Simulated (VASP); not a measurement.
# H8C3S2 in VASP: notebook, part 2 of 2

VASP 6.6.1.

## 3. Single point, PBE+D3(BJ)

INCAR reads:

```
  PREC = Accurate
  ENCUT = 520
  EDIFF = 1E-6
  ISMEAR = -1
  SIGMA = 0.05
  LREAL = Auto
  LASPH = T
  NELM = 60
  ALGO = Normal
  ISIF = 2
  LWAVE = F
  LCHARG = F
  GGA = PE
  IVDW = 12
  NBANDS = 73
```

KPOINTS reads:

```
regular mesh
0
Gamma
  1 1 1
```

POSCAR reads:

```
H8C3S2
1.0
    8.4818530000      0.0000000000      0.0000000000
    0.0000000000      8.4818530000      0.0000000000
    0.0000000000      0.0000000000      8.4818530000
S C H
6 9 24
Direct
   -0.1083018062      0.5581209672      0.0082882832
    0.1414903088      0.3076921989     -0.0449901690
    0.3585183568      1.0401618609      0.6223050553
    0.1172031630      0.8311745087      0.8058498538
    0.6026277513      0.2074782480      0.9176296736
    0.4880183611      0.5549023309      0.8742429278
    0.0071210855      0.4253669570     -0.0237448114
    0.2409614974      0.9258590075      0.7064376145
    0.5354254548      0.3819920010      0.8957358728
    0.4134827614      0.8907959145      0.2254695996
    0.8426224788      0.2785358341      0.5382196555
    0.0784969982      0.6170349804      0.4507269815
    0.8806330409      0.9991448803      0.1775909109
    0.3893370941      0.3299279061      0.3053460134
    0.6329984733      0.6823744764      0.4460699802
    0.4597226573      0.7981628543      0.1425278179
    0.5015177698      0.9867419301      0.2379314992
    0.3900209070      0.8339569196      0.3369900422
    0.3101916527      0.9478824969      0.1719081903
    0.8471380016      0.1788406378      0.6149010128
    0.9603443964      0.3398314024      0.5267127360
    0.7658114329      0.3635290543      0.5997746011
    0.8036097773      0.2383205651      0.4264044661
    0.0181564099      0.6260542360      0.5662677719
    0.0136290973      0.5623535329      0.3546984368
    0.1754451533      0.5357909410      0.4764524922
    0.1292524169      0.7224718467      0.4148032275
    1.0101330452      1.0141533931      0.2016422591
    0.8295828753      1.1128110803      0.1816466284
    0.8385785512      0.9279340257      0.2771328388
    0.8576074120      0.9167336430      0.0812558294
    0.4307077710      0.2765669247      0.4118321787
    0.3754721993      0.2196218208      0.2254695996
    0.4875231863      0.3942770524      0.2611339763
    0.2829216682      0.4014217176      0.3164049177
    0.7108941879      0.7736281211      0.4923334559
    0.6827989120      0.5557747818      0.4774310519
    0.6149599622      0.6747935858      0.3135635574
    0.5290707113      0.6955201888      0.5086860147
```

Potentials or basis: VASP PAW PBE potentials, release 64 (S, C, H).

On the command line:

```sh
> cat potpaw_PBE.64/S/POTCAR potpaw_PBE.64/C/POTCAR potpaw_PBE.64/H/POTCAR > POTCAR
> mpirun -np 1 vasp_gam > vasp.out
```

It took 5.1 min on 1 thread of AMD EPYC 7R13 (Zen 3), shared host; peak memory 0.47 GiB.

It converged, with:

| Quantity | Value |
| --- | --- |
| Free energy | -194.7076 eV |
| Pressure | 0.6 GPa |
| Largest force | 3.954 eV/Å |
| Band gap on the k mesh | 3.33 eV |
| Dispersion energy per atom | -0.052 eV |

Forces on the atoms (eV/Å):
```
S   -1.792  1.550  0.286
S    0.901 -1.262 -0.438
S   -0.190 -0.516  0.042
S    0.450  0.136 -0.301
S   -0.798  1.581 -0.151
S   -0.546  0.923 -0.112
C    0.813 -0.331  0.069
C   -0.225  0.465  0.423
C    1.336 -2.493  0.317
C    0.563  0.207 -1.303
C    1.154  1.557  0.967
C   -0.096 -2.098  1.220
C    1.662 -1.749  1.301
C   -0.324 -2.183 -1.372
C    2.322 -2.960 -1.215
H   -0.282  0.676  0.417
H   -0.072 -0.557  0.135
H   -0.280  0.088  0.296
H   -0.156 -0.326  0.166
H    0.453 -0.845  0.617
H   -0.783 -0.788  0.109
H   -0.182 -0.120 -0.531
H   -0.625  0.005 -1.071
H   -0.298  0.180 -0.759
H   -0.554  0.087  0.030
H    0.255 -0.053 -0.015
H    0.650  1.989 -0.545
H   -0.701 -0.200 -0.514
H   -0.855  0.948 -0.513
H   -0.150  0.296  0.385
H    0.065  0.704 -0.645
H   -0.073  0.000  1.165
H   -0.240  1.651  0.711
H    0.666  0.825 -0.555
H    0.067 -0.220  0.010
H    0.427  0.051 -0.516
H   -0.583  2.083 -0.251
H    0.241  0.610  1.326
H   -2.219  0.086  0.817
```

Stress tensor (GPa, compression positive):
```
 1.33 -0.67 -0.29
-0.67  0.09 -0.61
-0.29 -0.61  0.26
```

Levels at points of the mesh, in eV from the valence-band top:
| k point | band 44 | band 45 | band 46 | band 47 | band 48 | band 49 | band 50 | band 51 | band 52 | band 53 |
| --- | --- | --- | --- | --- | --- | --- | --- | --- | --- | --- |
| (0.00, 0.00, 0.00) | -0.39 | -0.26 | -0.22 | -0.19 | 0.00 | 3.33 | 3.48 | 3.62 | 3.73 | 3.85 |

Caveat: the k points lie up to 0.74 Å⁻¹ apart.

## 4. Single point, PBE+D3(BJ)

INCAR reads:

```
SYSTEM = H8C3S2
ALGO     = Normal         ! electronic algorithm
EDIFF    = 1E-7           ! SCF threshold, eV
ENCUT    = 520            ! plane-wave cutoff, eV
GGA      = PE             ! functional
ISIF     = 2              ! what is computed and relaxed
ISMEAR   = -1             ! smearing method
IVDW     = 12             ! dispersion correction
LASPH    = .TRUE.         ! aspherical terms in the spheres
LCHARG   = .FALSE.        ! write CHGCAR
LREAL    = Auto         
LWAVE    = .FALSE.        ! write WAVECAR
NBANDS   = 73             ! bands
NELM     = 80             ! most SCF steps
PREC     = Accurate       ! precision mode
SIGMA    = 0.05           ! smearing width, eV
```

KPOINTS reads:

```
k-points
0
G
  1 1 1
  0 0 0
```

POSCAR reads:

```
H8C3S2
1.0
    8.4818530000      0.0000000000      0.0000000000
    0.0000000000      8.4818530000      0.0000000000
    0.0000000000      0.0000000000      8.4818530000
S C H
6 9 24
Direct
   -0.0892965252      0.5765249645     -0.0114715499
    0.1496135337      0.3017029416     -0.0392956586
    0.3456084419      1.0304941621      0.6468162087
    0.0795227175      0.8162367351      0.7715295231
    0.5896706769      0.2118876618      0.9138922827
    0.5028264461      0.5757114630      0.8691968606
    0.0456739819      0.4470839096     -0.0176022857
    0.1952285662      0.9386981831      0.7015212360
    0.5588519395      0.4016339354      0.8977755215
    0.4160293747      0.8972921365      0.2199990969
    0.8074768568      0.2988380016      0.5400117168
    0.1025601363      0.6118238550      0.4395973380
    0.8835451404      1.0100505161      0.1677109943
    0.3646844622      0.3108400959      0.3053931729
    0.6414046553      0.6860882875      0.4297056315
    0.5236119985      0.8624176816      0.1641032921
    0.4333369135      1.0026582635      0.2853385929
    0.3902331248      0.8160834667      0.3178550725
    0.3132923902      0.8927648239      0.1361848643
    0.7598575453      0.1896991141      0.5713492087
    0.9361279900      0.3336652970      0.5764778050
    0.7366196985      0.4007732744      0.5778100611
    0.8136783318      0.2929194835      0.4052770073
    0.0281306455      0.6678611384      0.5360974778
    0.0355464779      0.6039482174      0.3183856169
    0.1384956801      0.4984052423      0.4859905023
    0.2016068894      0.7052939965      0.4319692878
    1.0134342107      1.0289732680      0.1835447985
    0.8238765751      1.1058786329      0.2323430977
    0.8507810734      0.8874947491      0.2074546682
    0.8441080033      1.0311308154      0.0487275599
    0.4434172580      0.3128443749      0.4120208167
    0.4112426848      0.2452648024      0.2033400013
    0.3476363007      0.4350582355      0.2735722961
    0.2435552703      0.2698702748      0.3310715241
    0.6952843913      0.7992121533      0.3920133961
    0.7380698534      0.6054809014      0.4589798951
    0.5507522943      0.6370659807      0.3506780889
    0.5969096611      0.7303121146      0.5410845955
```

On the command line:

```sh
> cat potpaw_PBE.64/S/POTCAR potpaw_PBE.64/C/POTCAR potpaw_PBE.64/H/POTCAR > POTCAR
> mpirun -np 1 vasp_gam > vasp.out
```

It used 360 s of CPU time on 1 thread of AMD EPYC 7R13 Processor (Zen 3), on a shared host.

It converged, with:

```yaml
Free_energy: -194.2253 eV
Pressure: -1.0 GPa
Largest_force: 4.061 eV/Å
Band_gap_on_the_k_mesh: 3.01 eV
Dispersion_energy_per_atom: -0.052 eV
```

Forces in eV/Å, atoms in the order of the input:
```
S    0.924 -0.722  0.329
S    1.060 -0.720 -0.081
S   -0.448  0.301 -0.198
S   -0.725  0.403  0.271
S   -0.241  3.209 -0.071
S    0.393 -0.790  0.282
C   -2.152  1.187 -0.173
C    1.318 -0.273  0.068
C   -0.245 -2.356 -0.137
C   -1.479 -1.143  0.112
C    2.484  2.548 -1.957
C   -0.748  2.246 -0.630
C    0.459 -0.150  0.890
C   -0.157  0.582  0.385
C    0.893  0.824  0.370
H    0.619 -0.259 -0.444
H   -0.056  1.400 -0.095
H   -0.020 -0.332 -0.440
H    0.719  0.452  0.572
H   -0.284 -1.545  1.154
H   -1.767 -1.171 -0.134
H   -0.199 -0.427 -0.157
H   -0.202  0.449  1.182
H    0.093 -0.673 -1.191
H    1.005  0.050  1.955
H    0.419 -0.278 -0.208
H   -0.835 -1.531 -0.200
H   -0.744 -0.210 -0.348
H   -0.013 -0.495  0.395
H    0.131  1.050 -0.167
H    0.253 -0.245 -0.793
H   -0.518 -0.429 -0.731
H    0.122  0.166  0.434
H    0.178  0.025 -0.237
H    0.444 -0.226  0.222
H   -0.119 -0.565 -0.779
H   -0.178 -0.091 -0.303
H    0.437  0.187  0.302
H   -0.820 -0.449  0.550
```

Stress tensor (GPa, compression positive):
```
-1.18 -0.24 -1.17
-0.24 -1.24 -0.58
-1.17 -0.58 -0.68
```

Levels at points of the mesh, in eV from the valence-band top:
```tsv
k point	band 44	band 45	band 46	band 47	band 48	band 49	band 50	band 51	band 52	band 53
(0.00, 0.00, 0.00)	-0.47	-0.40	-0.32	-0.28	0.00	3.01	3.22	3.35	3.51	3.57
```

Caveat: the k points lie up to 0.74 Å⁻¹ apart.
